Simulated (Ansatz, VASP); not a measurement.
**Si3Ge: VASP beside Ansatz**

```xyz
8
Lattice="1.9485 3.3749 0.0000 0.0000 0.0000 6.4337 5.8474 -3.3760 0.0000" Properties=species:S:1:pos:R:3 pbc="T T T"
Si    1.9511    1.1235    0.4120
Si    5.8843   -1.1474    3.6387
Si    3.8608    2.2709    3.6317
Si    1.9511    1.1235    2.8049
Si    5.8843   -1.1474    6.0119
Si    3.8608    2.2709    6.0189
Ge    5.8440    1.1259    0.3666
Ge    5.8440    1.1259    2.8502
```

Alike in both runs: functional PBE; k mesh 10 × 6 × 6; occupations gaussian, width 0.1 eV; no spin polarisation.

Ansatz relaxed the structure, and its values are those at the end. VASP's run is a single point on that final structure, the one shown.

```csv
,VASP,Ansatz
version,VASP 6.6.1,Ansatz 0.2.0
potentials or method,"VASP PAW PBE potentials, release 64 (Si, Ge_d), cutoff 520 eV","scalar-relativistic, plane waves, PAW"
valence electrons in the cell,52,52
```

```csv
,VASP,Ansatz,Ansatz less VASP
gap on the k mesh at the Fermi level (eV),0.23,0.23,-0.002
least direct gap on the mesh (eV),0.41,0.41,-0.003
pressure (GPa),-0.1,0.0,+0.08
rms of the force components (eV/Å),0.003,0.003,-0.0005
```
